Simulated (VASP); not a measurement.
Wanted: the native input for a VASP 6.6.1 run.

* Task: single point
* Functional: PBE
* Potentials or basis: VASP PAW PBE potentials, release 64 (Zr_sv, F, O, Mo_sv)
* Cutoff: 600 eV
* k mesh: 5 × 5 × 5
* Occupations: fermi-dirac, width 0.0121 eV
* Spin: no spin polarisation
* Dipole correction: no
* Further INCAR settings: ALGO = Normal; EDIFF = 1e-06; NBANDS = 56

The structure of Zr3MoO3F3 lies in POSCAR:

```
Zr3MoO3F3
1.0
    0.0000000000     -3.0732260000      4.4212250000
    2.5967610000     -1.6436400000     -4.4212250000
    5.5823280000      0.0000000000      0.0000000000
Zr F O Mo
3 3 3 1
Direct
    0.2275000000      0.4550000000      0.3175000000
    0.7349000000      0.4698000000      0.7953000000
    0.5100000000      0.0200000000      0.4700000000
    0.8246000000      0.9566000000      0.6908000000
    0.3526000000      0.1772000000      0.6908000000
    0.1320000000      0.4846000000      0.6908000000
    0.2542000000      0.1548000000      0.1533000000
    0.6919000000      0.9461000000      0.1533000000
    0.9006000000      0.5925000000      0.1533000000
    0.0000000000      0.0000000000      0.0000000000
```

One way to write it, as run:

INCAR

```
PREC = Accurate
ENCUT = 600
EDIFF = 1E-6
ISMEAR = -1
SIGMA = 0.0121
LREAL = False
LASPH = True
NELM = 120
ALGO = Normal
ISIF = 2
LWAVE = False
LCHARG = False
GGA = PE
NBANDS = 56
GGA_COMPAT = False
```

KPOINTS

```
regular mesh
0
Gamma
  5 5 5
```

Potentials or basis: VASP PAW PBE potentials, release 64 (Zr_sv, F, O, Mo_sv).

Launch:

```bash
$ cat potpaw_PBE.64/Zr_sv/POTCAR potpaw_PBE.64/F/POTCAR potpaw_PBE.64/O/POTCAR potpaw_PBE.64/Mo_sv/POTCAR > POTCAR
$ mpirun -np 1 vasp_std > vasp.out
```

Results of the run:

| Property | Result |
| --- | --- |
| Pressure | 44.6 GPa |
| Largest force | 9.201 eV/Å |

Caveat: an odd number of electrons without spin polarisation forces a metal; a magnetic or distorted state may lie lower.

It took 3.9 min on 1 thread of Intel(R) Xeon(R) Platinum 8375C CPU @ 2.90GHz (Ice Lake), with other jobs on the host, peak memory 0.42 GiB.
